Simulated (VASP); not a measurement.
**ZnS: single point with PBE**

ZnS:

```
Zn S
1.0
     0.00000    2.53102    2.53102
     2.53102    0.00000    2.53102
     2.53102    2.53102    0.00000
Zn S
1 1
Cartesian
  0.0000 0.0000 0.0000
  2.5310 2.5310 2.5310
```

```
Program                : VASP 6.6.1
Task                   : single point
Functional             : PBE
Potentials or basis    : VASP PAW PBE potentials, release 64 (Zn, S)
Cutoff                 : 520 eV
k mesh                 : 6 × 6 × 6
Occupations            : fermi-dirac, width 0.02 eV
Spin                   : no spin polarisation
Dipole correction      : no
Further INCAR settings : ALGO = Normal; EDIFF = 1e-06; NBANDS = 16
```

- Pressure: 2.5 GPa
- Band gap on the k mesh: zero (band 9 reaches 4.05 eV, above the bottom of band 10 at 3.77 eV)

Levels at points of the mesh, in eV from the Fermi level:
```
           k point  band 6  band 7  band 8  band 9  band 10  band 11  band 12  band 13
(0.00, 0.00, 0.00)   -6.30   -0.63   -0.63   -0.63     1.95     9.04     9.04     9.04
(0.50, 0.00, 0.00)   -6.13   -5.40   -0.11   -0.11     3.86     5.56     5.56     7.58
(0.50, 0.50, 0.00)   -5.64   -5.34   -2.59   -2.59    -0.30     5.38    11.96    12.48
```

Run time: 8.4 s on 1 thread of Intel(R) Xeon(R) Platinum 8375C CPU @ 2.90GHz (Ice Lake) (shared host), peak memory 0.15 GiB.
